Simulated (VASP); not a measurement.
## Al: single point with LDA

Crystal: Al.

```
CELL_PARAMETERS angstrom
2.85150 0.00000 0.00000
-1.42575 2.46947 0.00000
0.00000 0.00000 4.40510
ATOMIC_POSITIONS crystal
Al 0.66667 0.33333 0.75000
Al 0.33333 0.66667 0.25000
```

This isn't the form of Al at room conditions, which is fcc.

```json
{"Program": "VASP 6.6.1", "Task": "single point", "Functional": "LDA", "Potentials or basis": "VASP PAW LDA potentials, release 64 (Al)", "Cutoff": "520 eV", "k mesh": "18 × 18 × 10", "Occupations": "gaussian, width 0.15 eV", "Spin": "no spin polarisation"}
```

```
Pressure               : 2.7 GPa
Band gap on the k mesh : zero (bands 3 and 4 overlap by 8.50 eV)
```

Stress tensor (GPa, compression positive):
```
0.95 0.00 0.00
0.00 0.95 0.00
0.00 0.00 6.33
```

Levels at points of the mesh, in eV from the Fermi level:
| k point | band 1 | band 2 | band 3 | band 4 | band 5 | band 6 | band 7 |
| --- | --- | --- | --- | --- | --- | --- | --- |
| (0.00, 0.00, 0.00) | -11.53 | -4.45 | -3.77 | 10.04 | 10.04 | 10.57 | 10.57 |
| (0.50, 0.00, 0.00) | -5.74 | -5.49 | 0.67 | 1.60 | 1.77 | 2.26 | 5.15 |
| (0.00, 0.00, 0.50) | -9.64 | -9.64 | 4.66 | 4.66 | 11.43 | 11.43 | 11.43 |
| (0.50, 0.00, 0.50) | -4.16 | -4.16 | -3.39 | -3.39 | 6.75 | 6.75 | 7.74 |

It took 49 s on 1 thread of Intel Xeon 8259CL, on a shared host, peak memory 0.17 GiB.
